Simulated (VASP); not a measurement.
# Te (P6_3/mmc) in VASP: notebook, part 2 of 2

VASP 6.6.1. The steps go on from the part before.

## 4. Single point, PBEsol (32.38 Å³/atom)

This run uses another cell than the first one, of 32.38 Å³/atom.

INCAR

```
SYSTEM = Te
  PREC = Accurate
  ENCUT = 520
  EDIFF = 1E-6
  ISMEAR = -1
  SIGMA = 0.1
  LREAL = .False.
  LASPH = .True.
  NELM = 60
  ALGO = Normal
  ISIF = 2
  LWAVE = .False.
  LCHARG = .False.
  GGA = PS
  NBANDS = 20
```

KPOINTS

```
Automatic mesh
0
Gamma
  10 10 4
  0 0 0
```

POSCAR

```
Te
1.0
    4.1248625367      0.0000000000      0.0000000000
   -2.0624312683      3.5722357439      0.0000000000
    0.0000000000      0.0000000000      8.7913240998
Te
4
Direct
    1.0000000000      0.0000000000      0.0000000000
    1.0000000000      0.0000000000      0.5000000000
    0.3333333333      0.6666666667      0.2500000000
    0.6666666667      0.3333333333      0.7500000000
```

On the command line:

```console
$ cat potpaw_PBE.64/Te/POTCAR > POTCAR
$ mpirun -np 1 vasp_std > vasp.out
```

Wall time 31 s (1 thread of Intel Xeon 6975P-C (Granite Rapids), shared host); peak memory 0.28 GiB.

The run converged. Its results:

| Property | Result |
| --- | --- |
| Free energy | -13.6369 eV |
| Pressure | -3.7 GPa |
| Band gap on the k mesh | zero (bands 12 and 13 overlap by 1.96 eV) |

Stress tensor (GPa, compression positive):
```
-2.96  0.00  0.00
 0.00 -2.96  0.00
 0.00  0.00 -5.26
```

Levels at points of the mesh, in eV from the Fermi level:
```tsv
k point	band 10	band 11	band 12	band 13	band 14	band 15
(0.00, 0.00, 0.00)	-0.71	-0.52	-0.42	-0.42	1.06	1.06
(0.50, 0.00, 0.00)	-1.90	-1.76	-1.37	-1.32	1.69	2.07
(0.00, 0.00, 0.50)	-1.44	0.49	0.49	0.49	0.49	1.42
(0.50, 0.00, 0.50)	-2.72	0.31	0.31	0.67	0.67	0.85
```

Caveat: the cell stands under tension; the PAW data sets were made with another functional, which shifts forces and pressure a little; spin-orbit coupling is left out, which moves the levels of the heavy elements.

## 5. Single point, PBEsol (33.58 Å³/atom)

This run uses another cell than the first one, of 33.58 Å³/atom.

INCAR

```
ALGO = Normal
EDIFF = 1E-6
ENCUT = 520
GGA = PS
ISIF = 2
ISMEAR = -1
LASPH = T
LCHARG = F
LREAL = F
LWAVE = F
NBANDS = 20
NELM = 80
PREC = Accurate
SIGMA = 0.1
```

KPOINTS

```
k-points
0
Gamma
  10 10 4
```

POSCAR

```
Te
1.0
    4.1751706964      0.0000000000      0.0000000000
   -2.0875853482      3.6158038883      0.0000000000
    0.0000000000      0.0000000000      8.8985459365
Te
4
Direct
    1.0000000000      0.0000000000      0.0000000000
    1.0000000000      0.0000000000      0.5000000000
    0.3333333333      0.6666666667      0.2500000000
    0.6666666667      0.3333333333      0.7500000000
```

On the command line:

```console
$ cat potpaw_PBE.64/Te/POTCAR > POTCAR
$ mpirun -np 1 vasp_std > vasp.out
```

It took 33 s on 1 thread of Intel Xeon 6975P-C (Granite Rapids), shared host; peak memory 0.28 GiB.

It converged, with:

```
Free energy            : -13.5046 eV
Pressure               : -5.1 GPa
Band gap on the k mesh : zero (bands 12 and 13 overlap by 1.85 eV)
```

Stress tensor (GPa, compression positive):
```
-4.06  0.00  0.00
 0.00 -4.06  0.00
 0.00  0.00 -7.06
```

Levels at points of the mesh, in eV from the Fermi level:
| k point | band 8 | band 9 | band 10 | band 11 | band 12 | band 13 | band 14 | band 15 | band 16 | band 17 |
| --- | --- | --- | --- | --- | --- | --- | --- | --- | --- | --- |
| (0.00, 0.00, 0.00) | -0.86 | -0.67 | -0.67 | -0.60 | -0.41 | -0.41 | 1.02 | 1.02 | 2.56 | 3.52 |
| (0.50, 0.00, 0.00) | -2.36 | -1.93 | -1.82 | -1.67 | -1.29 | -1.25 | 1.67 | 1.95 | 2.57 | 3.14 |
| (0.00, 0.00, 0.50) | -1.38 | -1.38 | -1.38 | 0.48 | 0.48 | 0.48 | 0.48 | 1.31 | 1.31 | 4.56 |
| (0.50, 0.00, 0.50) | -3.90 | -2.60 | -2.60 | 0.34 | 0.34 | 0.65 | 0.65 | 0.81 | 0.81 | 4.37 |

Caveat: the cell stands under tension; the PAW data sets were made with another functional, which shifts forces and pressure a little; spin-orbit coupling is left out, which moves the levels of the heavy elements.

## 6. Relaxation of cell and atoms, PBEsol

This run uses another cell than the first one, of 28.84 Å³/atom.

INCAR

```
PREC = Accurate
ENCUT = 600
EDIFF = 1E-7
ISMEAR = -1
SIGMA = 0.1
LREAL = False
LASPH = True
NELM = 80
ALGO = Normal
ISIF = 3
LWAVE = False
LCHARG = False
GGA = PS
IBRION = 2
NSW = 80
EDIFFG = -0.01
```

KPOINTS

```
regular mesh
0
Gamma
  11 11 3
```

POSCAR

```
Te
1.0
    3.4420649897      0.0000000000      0.0000000000
   -1.7210324948      2.9809157225      0.0000000000
    0.0000000000      0.0000000000     11.2417842562
Te
4
Direct
    0.0000000000      0.0000000000      0.0000000000
    0.0000000000      0.0000000000      0.5000000000
    0.3333333333      0.6666666667      0.2500000000
    0.6666666667      0.3333333333      0.7500000000
```

Potentials or basis: VASP PAW PBE potentials, release 64 (Te).

On the command line:

```console
$ cat potpaw_PBE.64/Te/POTCAR > POTCAR
$ mpirun -np 1 vasp_std > vasp.out
```

Wall time 8.4 min (1 thread of Intel Xeon 6975P-C (Granite Rapids), shared host); peak memory 0.3 GiB.

Results (log left out):

* Free energy: -13.6938 eV
* Relaxed volume: 29.98 Å³/atom
* Relaxed cell: a = 4.018 Å, b = 4.018 Å, c = 8.574 Å, α = 90.00°, β = 90.00°, γ = 120.00°
* Space group after relaxing (to 0.1 Å): P6_3/mmc (No. 194)
* Energy gained by relaxing: 223.7 meV/atom
* Ionic steps: 25
* Pressure after relaxing: 0.0 GPa
* Band gap on the k mesh: zero (bands 12 and 13 overlap by 2.20 eV)

The path:
| step | energy change (eV) | largest force (eV/Å) | pressure (GPa) | volume (Å³) |
| --- | --- | --- | --- | --- |
| 1 | 0.0000 | 0.0000 | -3.93 | 115.35 |
| 2 | -0.1070 | 0.0000 | 2.13 | 103.93 |
| 3 | -0.1218 | 0.0000 | 0.32 | 106.65 |
| 4 | -0.1495 | 0.0000 | 0.50 | 106.35 |
| 5 | -0.2605 | 0.0000 | 1.95 | 105.23 |
| 6 | -0.4405 | 0.0000 | 8.08 | 101.87 |
| 7 | -0.4434 | 0.0000 | 8.12 | 101.90 |
| 8 | -0.4515 | 0.0000 | 8.23 | 101.99 |
| 9 | -0.4648 | 0.0000 | 8.49 | 102.17 |
| 10 | -0.4787 | 0.0000 | 9.08 | 102.48 |
| 11 | -0.4584 | 0.0000 | 10.44 | 102.96 |
| 12 | -0.4781 | 0.0000 | 9.64 | 102.71 |
| 13 | -0.5070 | 0.0000 | 9.24 | 103.25 |
| 14 | -0.5865 | 0.0000 | 8.06 | 104.89 |
| 15 | -0.7146 | 0.0000 | 5.94 | 108.19 |
| 16 | -0.8607 | 0.0000 | 2.46 | 114.89 |
| 17 | -0.8352 | 0.0000 | -2.34 | 128.62 |
| 18 | -0.8925 | 0.0000 | 0.05 | 120.89 |
| 19 | -0.8927 | 0.0000 | 0.18 | 120.52 |
| 20 | -0.8926 | 0.0000 | 0.32 | 120.16 |
| 21 | -0.8929 | 0.0000 | 0.29 | 120.14 |
| 22 | -0.8937 | 0.0000 | 0.22 | 120.08 |
| 23 | -0.8947 | 0.0000 | 0.08 | 119.96 |
| 24 | -0.8935 | 0.0000 | -0.19 | 119.69 |
| 25 | -0.8948 | 0.0000 | 0.03 | 119.90 |

Final structure:
```
Te
1.0
     4.01839    0.00000    0.00000
    -2.00920    3.48003    0.00000
     0.00000    0.00000    8.57412
Te
4
Cartesian
  0.0000 0.0000 0.0000
  0.0000 0.0000 4.2871
  0.0000 2.3200 2.1435
  2.0092 1.1600 6.4306
```

Levels at points of the mesh, in eV from the Fermi level:
```tsv
k point	band 10	band 11	band 12	band 13	band 14	band 15
(0.00, 0.00, 0.00)	-0.75	-0.51	-0.51	-0.38	1.10	1.10
```

Caveat: a cell axis changed by over 15 % at a fixed basis, so the end point is rough; the PAW data sets were made with another functional, which shifts forces and pressure a little; spin-orbit coupling is left out, which moves the levels of the heavy elements.

## 7. The runs side by side

| task | cell | k mesh | cutoff (eV) | gap on the mesh (eV) | pressure (GPa) |
| --- | --- | --- | --- | --- | --- |
| single point | a = 4.020, b = 4.020, c = 8.569 Å, angles 90.0, 90.0, 120.0°, 4 atoms | 10 × 10 × 4 | 520 | none | 0.1 |
| single point | a = 4.073, b = 4.073, c = 8.681 Å, angles 90.0, 90.0, 120.0°, 4 atoms | 10 × 10 × 4 | 520 | none | -2.1 |
| single point | a = 4.125, b = 4.125, c = 8.791 Å, angles 90.0, 90.0, 120.0°, 4 atoms | 10 × 10 × 4 | 520 | none | -3.7 |
| single point | a = 4.175, b = 4.175, c = 8.899 Å, angles 90.0, 90.0, 120.0°, 4 atoms | 10 × 10 × 4 | 520 | none | -5.1 |
| relaxation of cell and atoms | relaxed from a = 3.442, b = 3.442, c = 11.242 Å, angles 90.0, 90.0, 120.0°, 4 atoms | 11 × 11 × 3 | 600 | none | 0.0 |

Alike in all rows: level PBEsol; potentials or basis VASP PAW PBE potentials, release 64 (Te); no spin polarisation; smearing fermi-dirac 0.1 eV.

Caveats: the PAW data sets were made with another functional, which shifts forces and pressure a little; spin-orbit coupling is left out, which moves the levels of the heavy elements; the cell stands under tension (at least some runs); a cell axis changed by over 15 % at a fixed basis, so the end point is rough (at least some runs).

Total energies depend on the potentials used, so only differences within one code and one set of settings carry meaning.
